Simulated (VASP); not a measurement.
**Bi: density of states with PBEsol**

Bi:

```
Bi
1.0
     3.48860   -3.13258    0.00000
     3.48860    3.13258    0.00000
    -1.26023    0.00000    3.11355
Bi
2
Direct
  0.75306 0.75306 0.85738
  0.24694 0.24694 0.14262
```

```json
{
 "Program": "VASP 6.6.1",
 "Task": "density of states",
 "Functional": "PBEsol",
 "Potentials or basis": "VASP PAW PBE potentials, release 64 (Bi_d)",
 "Cutoff": "520 eV",
 "k mesh": "4 × 4 × 5",
 "Occupations": "fermi-dirac, width 0.05 eV",
 "Spin": "no spin polarisation",
 "Dipole correction": "no",
 "k mesh for the DOS": "6 × 6 × 8",
 "Occupations for the DOS": "tetrahedron",
 "Further INCAR settings": "ALGO = Fast; EDIFF = 1e-06; NBANDS = 22"
}
```

The valence electrons inside the program's atomic spheres are Bi 12.74.

Levels at points of the mesh, in eV from the Fermi level:
| k point | band 13 | band 14 | band 15 | band 16 | band 17 | band 18 |
| --- | --- | --- | --- | --- | --- | --- |
| (0.00, 0.00, 0.00) | -3.10 | -2.84 | 2.70 | 3.01 | 3.69 | 4.03 |
| (0.50, 0.00, 0.00) | -1.19 | -1.02 | -0.78 | -0.72 | 3.33 | 4.46 |
| (0.50, 0.50, 0.00) | -4.97 | -4.97 | 3.07 | 3.81 | 5.12 | 5.49 |
| (0.00, 0.00, 0.50) | -4.02 | -2.56 | -1.64 | 1.13 | 1.43 | 1.49 |
| (0.50, 0.00, 0.50) | -4.35 | -3.15 | -1.84 | 0.85 | 1.94 | 2.10 |
| (0.50, 0.50, 0.50) | -3.87 | -2.91 | -2.27 | -0.49 | 1.07 | 1.59 |

It took 49 s on 1 thread of Intel(R) Xeon(R) 6975P-C (Granite Rapids), on a shared host, peak memory 0.24 GiB.

Caveat: the k points lie up to 0.40 Å⁻¹ apart; spin-orbit coupling is left out, which moves the levels of the heavy elements.
